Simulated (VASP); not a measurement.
# SiO2 (I-42d) in VASP: a series of runs, part 2 of 3

VASP 6.6.1.

### 3 Single point, PBE (atoms displaced along a vibrational mode)

Input file INCAR:

```
  PREC = Accurate
  ENCUT = 520
  EDIFF = 1E-6
  ISMEAR = 0
  SIGMA = 0.05
  LREAL = False
  LASPH = True
  NELM = 100
  ALGO = Normal
  ISIF = 2
  LWAVE = False
  LCHARG = False
  GGA = PE
  NBANDS = 25
```

Input file KPOINTS:

```
Automatic mesh
0
Gamma
  6 6 6
```

Input file POSCAR:

```
SiO2
1.0
   -2.5133692696      2.5133692696      3.6893906705
    2.5133692696     -2.5133692696      3.6893906705
    2.5133692696      2.5133692696     -3.6893906705
Si O
2 4
Direct
    0.0000000000      0.0000000000      0.0000000000
    0.7500000000      0.2500000000      0.5000000000
    0.9222506270      0.6250000000      0.7972506270
    0.3750000000      0.1722506270      0.2972506270
    0.8277493730      0.1250000000      0.2027493730
    0.8750000000      0.0777493730      0.7027493730
```

Potentials or basis: VASP PAW PBE potentials, release 64 (Si, O).

Command:

```console
$ cat potpaw_PBE.64/Si/POTCAR potpaw_PBE.64/O/POTCAR > POTCAR
$ mpirun -np 1 vasp_std > vasp.out
```

OUTCAR:

```text
PREC = Accurate
   ENCUT = 520
   EDIFF = 1E-6
   ISMEAR = 0
   LREAL = False
   LASPH = True
   NELM = 100
   ISIF = 2
   GGA = PE

 ion  position               nearest neighbor table
   1  0.000  0.000  0.000-   3 1.58   4 1.58   5 1.58   6 1.58   2 3.12   2 3.12   2 3.12   2 3.12

   2  0.750  0.250  0.500-   3 1.58   4 1.58   5 1.58   6 1.58   1 3.12   1 3.12   1 3.12   1 3.12

   3  0.922  0.625  0.797-   1 1.58   2 1.58
   4  0.375  0.172  0.297-   1 1.58   2 1.58
   5  0.828  0.125  0.203-   1 1.58   2 1.58
   6  0.875  0.078  0.703-   1 1.58   2 1.58

  LATTYP: Found a body centered tetragonal cell.
 ALAT       =     5.0267385392
 C/A-ratio  =     1.4679063340

  Lattice vectors:

 A1 = (  -2.5133692696,   2.5133692696,   3.6893906705)
 A2 = (   2.5133692696,  -2.5133692696,   3.6893906705)
 A3 = (   2.5133692696,   2.5133692696,  -3.6893906705)

Analysis of symmetry for initial positions (statically):
=====================================================================
 Subroutine PRICEL returns:
 Original cell was already a primitive cell.

 Routine SETGRP: Setting up the symmetry group for a
 body centered tetragonal supercell.

 Subroutine GETGRP returns: Found  8 space group operations
 (whereof  4 operations were pure point group operations)
 out of a pool of 16 trial point group operations.

The static configuration has the point symmetry S_4 .
 The point group associated with its full space group is D_2d.

Analysis of symmetry for dynamics (positions and initial velocities):
=====================================================================
 Subroutine PRICEL returns:
 Original cell was already a primitive cell.

 Routine SETGRP: Setting up the symmetry group for a
 body centered tetragonal supercell.

 Subroutine GETGRP returns: Found  8 space group operations
 (whereof  4 operations were pure point group operations)
 out of a pool of 16 trial point group operations.

The dynamic configuration has the point symmetry S_4 .
 The point group associated with its full space group is D_2d.

 Subroutine INISYM returns: Found  8 space group operations
 (whereof  4 operations are pure point group operations),
 and found     1 'primitive' translations

----------------------------------------------------------------------------------------

                                     Primitive cell

  volume of cell :      93.2239

  direct lattice vectors                    reciprocal lattice vectors
    -2.513369270  2.513369270  3.689390670     0.000000000  0.198936148  0.135523734
     2.513369270 -2.513369270  3.689390670     0.198936148  0.000000000  0.135523734
     2.513369270  2.513369270 -3.689390670     0.198936148  0.198936148  0.000000000

  length of vectors
     5.123051209  5.123051209  5.123051209     0.240712013  0.240712013  0.281338198

  position of ions in fractional coordinates (direct lattice)
     0.000000000  0.000000000  0.000000000
     0.750000000  0.250000000  0.500000000
     0.922250627  0.625000000  0.797250627
     0.375000000  0.172250627  0.297250627
[... 35 lines left out ...]

 Found     30 irreducible k-points:

 Following reciprocal coordinates:
            Coordinates               Weight
  0.000000  0.000000  0.000000      1.000000
  0.166667  0.000000  0.000000      8.000000
  0.333333 -0.000000  0.000000      8.000000
  0.500000  0.000000  0.000000      4.000000
  0.166667  0.166667  0.000000      8.000000
  0.333333  0.166667  0.000000     16.000000
[... 16 lines left out ...]
 -0.333333 -0.333333  0.166667      8.000000
 -0.166667 -0.333333  0.166667      8.000000
 [... further k-points ...]
   k-points           NKPTS =     30   k-points in BZ     NKDIM =     30   number of bands    NBANDS=     25
   number of dos      NEDOS =    301   number of ions     NIONS =      6
   total plane-waves  NPLWV =  64000
   dimension x,y,z NGX =    40 NGY =   40 NGZ =   40
   dimension x,y,z NGXF=    80 NGYF=   80 NGZF=   80
   ions per type =               2   4
   NGX,Y,Z   is equivalent  to a cutoff of  12.98, 12.98, 12.98 a.u.
   NGXF,Y,Z  is equivalent  to a cutoff of  25.96, 25.96, 25.96 a.u.
 SYSTEM =  unknown system
   PREC   = accura    normal or accurate (medium, high low for compatibility)
   ISTART =      0    job   : 0-new  1-cont  2-samecut
   ICHARG =      2    charge: 1-file 2-atom 10-const
   ISPIN  =      1    spin polarized calculation?
   LNONCOLLINEAR =      F non collinear calculations
   LSORBIT =      F    spin-orbit coupling
   LASPH  =      T    aspherical Exc in radial PAW
   ENCUT  =  520.0 eV  38.22 Ry    6.18 a.u.   9.53  9.53  9.53*2*pi/ulx,y,z
   NELM   =    100;   NELMIN=  2; NELMDL= -5     # of ELM steps
   EDIFF  = 0.1E-05   stopping-criterion for ELM
   LREAL  =      F    real-space projection
   EDIFFG = 0.1E-04   stopping-criterion for IOM
   NSW    =      0    number of steps for IOM
   IBRION =     -1    ionic relax: 0-MD 1-quasi-New 2-CG
   NFREE  =      0    steps in history (QN), initial steepest desc. (CG)
   ISIF   =      2    stress and relaxation
   ISYM   =      2    0-nonsym 1-usesym 2-fastsym
   POTIM  = 0.5000    time-step for ionic-motion
   TEBEG  =    0.0;   TEEND  =   0.0 temperature during run
   PSTRESS=    0.0 pullay stress
   NELECT =      32.0000    total number of electrons
   NUPDOWN=      -1.0000    fix difference up-down
   EMIN   =  10.00;   EMAX   =-10.00  energy-range for DOS
   EFERMI =   0.00;   METHOD = LEGACY
   ISMEAR =     0;   SIGMA  =   0.05  broadening in eV -4-tet -1-fermi 0-gaus
   EFERMI_NEDOS =   21; number of points for ismear=-14 and -15
   IALGO  =     38    algorithm
   IMIX   =      4    mixing-type and parameters
     AMIX     =   0.40;   BMIX     =  1.00
     AMIX_MAG =   1.60;   BMIX_MAG =  1.00
  volume/ion in A,a.u.               =      15.54       104.85
  Fermi-wavevector in a.u.,A,eV,Ry     =   1.146258  2.166114 17.876798  1.313908
  Thomas-Fermi vector in A             =   2.282943
   LORBIT       =      0    0 simple, 1 ext, 2 COOP (PROOUT), +10 PAW based schemes
   GGA     = PE    functional components
   LHFCALC =     F    Hartree Fock is set to
   AEXX    =    0.0000 exact exchange contribution
   IVDW    =     0    specifies the selected vdW correction
   LEPSILON=     F    determine dielectric tensor
   LRPA    =     F    only Hartree local field effects (RPA)
 non-spin polarized calculation
 Gauss-broadening in eV      SIGMA  =   0.05
  energy-cutoff  :      520.00
  volume of cell :       93.22
 maximum number of plane-waves:      2531
 NGX is ok and might be reduce to    40
   NGX = 19   NGY = 19   NGZ = 19

 number of electron      31.9999993 magnetization

 Free energy of the ion-electron system (eV)
  ---------------------------------------------------
  ext. energy  EPLUGINS =         0.00000000
  ---------------------------------------------------
  free energy    TOTEN  =       -47.14165512 eV

  energy without entropy =      -47.14165512  energy(sigma->0) =      -47.14165512

 E-fermi :  -0.1724     XC(G=0):  -7.8471

 val. band max:       -0.3944955080   @ k =   0.0000   0.0000   0.0000
 cond. band min:       5.3509751387   @ k =   0.0000   0.0000   0.0000
 fundamental gap:      5.7454706467
 Fermi energy:        -0.1724361244

 k-point     1 :       0.0000    0.0000    0.0000
  band No.  band energies     occupation
      1     -20.0862      2.00000
      2     -17.9368      2.00000
      3     -17.8728      2.00000
      4     -17.8728      2.00000
      5     -10.4602      2.00000
      6      -6.4148      2.00000
[... 661 lines left out ...]
     24      12.4139      0.00000
     25      13.1671      0.00000

 [... further k-points ...]

------------------------ aborting loop because EDIFF is reached ----------------------------------------

  FORCE on cell =-STRESS in cart. coord.  units (eV):
  Direction    XX          YY          ZZ          XY          YZ          ZX
  --------------------------------------------------------------------------------------
  -------------------------------------------------------------------------------------
  Total        8.0922012      8.0922012      7.3367236      0.0000000     -0.0000000      0.0000000
  in kB      139.0753032    139.0753032    126.0914098      0.0000000     -0.0000000      0.0000000
  external PRESSURE =     134.7473387 kB  Pullay stress =       0.0000000 kB

 VOLUME and BASIS-vectors are now :
 -----------------------------------------------------------------------------
  energy-cutoff  :      520.00
  volume of cell :       93.22
      direct lattice vectors                 reciprocal lattice vectors
    -2.513369270  2.513369270  3.689390670     0.000000000  0.198936148  0.135523734
     2.513369270 -2.513369270  3.689390670     0.198936148  0.000000000  0.135523734
     2.513369270  2.513369270 -3.689390670     0.198936148  0.198936148  0.000000000

 POSITION                                       TOTAL-FORCE (eV/Angst)
 -----------------------------------------------------------------------------------
      0.00000      0.00000      0.00000        -0.000000      0.000000      0.000000
      0.00000      2.51337      1.84470        -0.000000      0.000000      0.000000
      1.25668      2.75089      2.76704        -0.000000      0.570540      0.000000
      0.23752      1.25668      0.92235         0.570540      0.000000      0.000000
     -1.25668      2.27585      2.76704        -0.000000     -0.570540     -0.000000
     -0.23752      3.77005      0.92235        -0.570540      0.000000     -0.000000
 -----------------------------------------------------------------------------------
    total drift:                               -0.000003     -0.000003     -0.000003

  FREE ENERGIE OF THE ION-ELECTRON SYSTEM (eV)
  ---------------------------------------------------
  free  energy   TOTEN  =       -47.1416551234 eV

  energy  without entropy=      -47.1416551234  energy(sigma->0) =      -47.14165512
```

OSZICAR:

```text
N       E                     dE             d eps       ncg     rms          rms(c)
DAV:   1     0.191519508491E+03    0.19152E+03   -0.16092E+04  1500   0.113E+03
DAV:   2    -0.405907163575E+02   -0.23211E+03   -0.21978E+03  2028   0.278E+02
DAV:   3    -0.542445576263E+02   -0.13654E+02   -0.13579E+02  2006   0.696E+01
DAV:   4    -0.543851970457E+02   -0.14064E+00   -0.14056E+00  1832   0.806E+00
DAV:   5    -0.543870344212E+02   -0.18374E-02   -0.18368E-02  2014   0.909E-01    0.228E+01
DAV:   6    -0.472198602618E+02    0.71672E+01   -0.21559E+01  1836   0.295E+01    0.113E+01
DAV:   7    -0.471688335453E+02    0.51027E-01   -0.10431E+00  1990   0.524E+00    0.381E+00
DAV:   8    -0.471402526568E+02    0.28581E-01   -0.61860E-02  1884   0.185E+00    0.148E+00
DAV:   9    -0.471393536410E+02    0.89902E-03   -0.32565E-02  2024   0.117E+00    0.291E-01
DAV:  10    -0.471416317055E+02   -0.22781E-02   -0.15934E-03  1576   0.249E-01    0.665E-02
DAV:  11    -0.471416479203E+02   -0.16215E-04   -0.32335E-04  1710   0.133E-01    0.205E-02
DAV:  12    -0.471416544461E+02   -0.65258E-05   -0.14389E-05  1847   0.292E-02    0.134E-02
DAV:  13    -0.471416551234E+02   -0.67733E-06   -0.10148E-06  1487   0.802E-03
   1 F= -.47141655E+02 E0= -.47141655E+02  d E =-.713020E-12
```

stdout:

```text
POSCAR found type information on POSCAR SiO
 POSCAR found :  2 types and       6 ions
 scaLAPACK will be used
 LDA part: xc-table for (Slater+PW92), standard interpolation
 POSCAR, INCAR and KPOINTS ok, starting setup
 FFT: planning ... GRIDC
 FFT: planning ... GRID_SOFT
 FFT: planning ... GRID
 WAVECAR not read
 entering main loop
```

Run time: 96 s. Hardware: 1 thread of Intel Xeon 8259CL, shared host; peak memory 0.25 GiB.

What came out:

```yaml
Free_energy: -47.1417 eV
Pressure: 13.5 GPa
Largest_force: 0.571 eV/Å
Band_gap_on_the_k_mesh: 5.75 eV
```

Forces on the atoms (eV/Å):
```
Si   0.000  0.000  0.000
Si   0.000  0.000  0.000
O    0.000  0.571  0.000
O    0.571  0.000  0.000
O    0.000 -0.571  0.000
O   -0.571  0.000  0.000
```

Stress tensor (GPa, compression positive):
```
13.91  0.00  0.00
 0.00 13.91  0.00
 0.00  0.00 12.61
```

Levels at points of the mesh, in eV from the valence-band top:
```
           k point  band 12  band 13  band 14  band 15  band 16  band 17  band 18  band 19  band 20  band 21
(0.00, 0.00, 0.00)    -2.07    -2.07    -0.25     0.00     0.00     5.75     9.08     9.53     9.53    10.24
(0.50, 0.00, 0.00)    -2.05    -1.98    -1.00    -0.97    -0.05     8.24     8.42     9.09    10.62    10.95
(0.50, 0.50, 0.00)    -2.53    -1.44    -1.44    -0.66    -0.66     8.74     8.74    10.93    10.93    11.32
(0.50, 0.50, 0.50)    -2.57    -1.55    -1.55    -0.56    -0.56     8.63     8.63    11.33    11.33    11.60
```

Caveat: the cell differs from its parent crystal (atoms displaced along a vibrational mode); the cell stands under pressure. A k mesh can miss the band edges.

### 4 Single point, PBE (atoms displaced along a vibrational mode)

Input file INCAR:

```
ALGO = Normal
EDIFF = 1E-6
ENCUT = 520
GGA = PE
ISIF = 2
ISMEAR = 0
LASPH = T
LCHARG = F
LREAL = F
LWAVE = F
NBANDS = 25
NELM = 80
PREC = Accurate
SIGMA = 0.05
```

Input file KPOINTS:

```
k-points
0
Gamma
  6 6 6
```

Input file POSCAR:

```
SiO2
1.0
   -2.5133692696      2.5133692696      3.6893906705
    2.5133692696     -2.5133692696      3.6893906705
    2.5133692696      2.5133692696     -3.6893906705
Si O
2 4
Direct
    0.0000000000      0.0000000000      0.0000000000
    0.7500000000      0.2500000000      0.5000000000
    0.9968516823      0.6250000000      0.8718516823
    0.3750000000      0.2468516823      0.3718516823
    0.7531483177      0.1250000000      0.1281483177
    0.8750000000      0.0031483177      0.6281483177
```

Potentials or basis: VASP PAW PBE potentials, release 64 (Si, O).

Command:

```console
$ cat potpaw_PBE.64/Si/POTCAR potpaw_PBE.64/O/POTCAR > POTCAR
$ mpirun -np 1 vasp_std > vasp.out
```

OUTCAR:

```text
EDIFF = 1E-6
   ENCUT = 520
   GGA = PE
   ISIF = 2
   ISMEAR = 0
   LASPH = T
   LREAL = F
   NELM = 80
   PREC = Accurate

 ion  position               nearest neighbor table
   1  0.000  0.000  0.000-   3 1.67   4 1.67   5 1.67   6 1.67   2 3.12   2 3.12   2 3.12   2 3.12

   2  0.750  0.250  0.500-   3 1.67   4 1.67   5 1.67   6 1.67   1 3.12   1 3.12   1 3.12   1 3.12

   3  0.997  0.625  0.872-   1 1.67   2 1.67
[... 885 lines left out ...]
  -------------------------------------------------------------------------------------
  Total       -6.3095985     -6.3095985     -5.0416558      0.0000000      0.0000000      0.0000000
  in kB     -108.4388908   -108.4388908    -86.6476001      0.0000000      0.0000000      0.0000000
  external PRESSURE =    -101.1751272 kB  Pullay stress =       0.0000000 kB

 VOLUME and BASIS-vectors are now :
 -----------------------------------------------------------------------------
  energy-cutoff  :      520.00
  volume of cell :       93.22
      direct lattice vectors                 reciprocal lattice vectors
    -2.513369270  2.513369270  3.689390670     0.000000000  0.198936148  0.135523734
     2.513369270 -2.513369270  3.689390670     0.198936148  0.000000000  0.135523734
     2.513369270  2.513369270 -3.689390670     0.198936148  0.198936148  0.000000000

 POSITION                                       TOTAL-FORCE (eV/Angst)
 -----------------------------------------------------------------------------------
      0.00000      0.00000      0.00000         0.000000     -0.000000     -0.000000
      0.00000      2.51337      1.84470         0.000000     -0.000000      0.000000
      1.25668      3.12589      2.76704         0.000000     -1.010955     -0.000000
      0.61252      1.25668      0.92235        -1.010955     -0.000000     -0.000000
     -1.25668      1.90085      2.76704         0.000000      1.010955      0.000000
     -0.61252      3.77005      0.92235         1.010955     -0.000000      0.000000
 -----------------------------------------------------------------------------------
    total drift:                               -0.000003     -0.000003     -0.000003

  FREE ENERGIE OF THE ION-ELECTRON SYSTEM (eV)
  ---------------------------------------------------
  free  energy   TOTEN  =       -47.2064481466 eV

  energy  without entropy=      -47.2064481466  energy(sigma->0) =      -47.20644815
```

OSZICAR:

```text
N       E                     dE             d eps       ncg     rms          rms(c)
DAV:   1     0.175152300507E+03    0.17515E+03   -0.15866E+04  1500   0.113E+03
DAV:   2    -0.402580175884E+02   -0.21541E+03   -0.20635E+03  2013   0.269E+02
DAV:   3    -0.529271060074E+02   -0.12669E+02   -0.12600E+02  2019   0.663E+01
DAV:   4    -0.530567687306E+02   -0.12966E+00   -0.12958E+00  1790   0.772E+00
DAV:   5    -0.530583199393E+02   -0.15512E-02   -0.15509E-02  1962   0.842E-01    0.184E+01
DAV:   6    -0.471625082644E+02    0.58958E+01   -0.19486E+01  1732   0.277E+01    0.887E+00
DAV:   7    -0.471962938063E+02   -0.33786E-01   -0.56401E-01  1882   0.440E+00    0.331E+00
DAV:   8    -0.471980799886E+02   -0.17862E-02   -0.25917E-02  1872   0.150E+00    0.127E+00
DAV:   9    -0.472054495530E+02   -0.73696E-02   -0.15948E-02  1736   0.102E+00    0.285E-01
DAV:  10    -0.472065211122E+02   -0.10716E-02   -0.19097E-03  1700   0.253E-01    0.780E-02
DAV:  11    -0.472064432107E+02    0.77902E-04   -0.42706E-04  1852   0.139E-01    0.182E-02
DAV:  12    -0.472064472418E+02   -0.40311E-05   -0.14365E-05  1811   0.242E-02    0.147E-02
DAV:  13    -0.472064481466E+02   -0.90472E-06   -0.28261E-06  1445   0.119E-02
   1 F= -.47206448E+02 E0= -.47206448E+02  d E =-.779410E-13
```

Run time: 92 s. Hardware: 1 thread of Intel Xeon 8259CL, shared host; peak memory 0.25 GiB.

Results:

| Item | Value |
| --- | --- |
| Free energy | -47.2064 eV |
| Pressure | -10.1 GPa |
| Largest force | 1.011 eV/Å |
| Band gap on the k mesh | 5.39 eV |

Forces on the atoms (eV/Å):
```
Si   0.000  0.000  0.000
Si   0.000  0.000  0.000
O    0.000 -1.011  0.000
O   -1.011  0.000  0.000
O    0.000  1.011  0.000
O    1.011  0.000  0.000
```

Caveat: the cell differs from its parent crystal (atoms displaced along a vibrational mode); the cell stands under tension; forces of over 1 eV/Å act on the atoms, so gaps and moduli don't describe the material at rest. A k mesh can miss the band edges.

(Continued in part 3 of 3.)
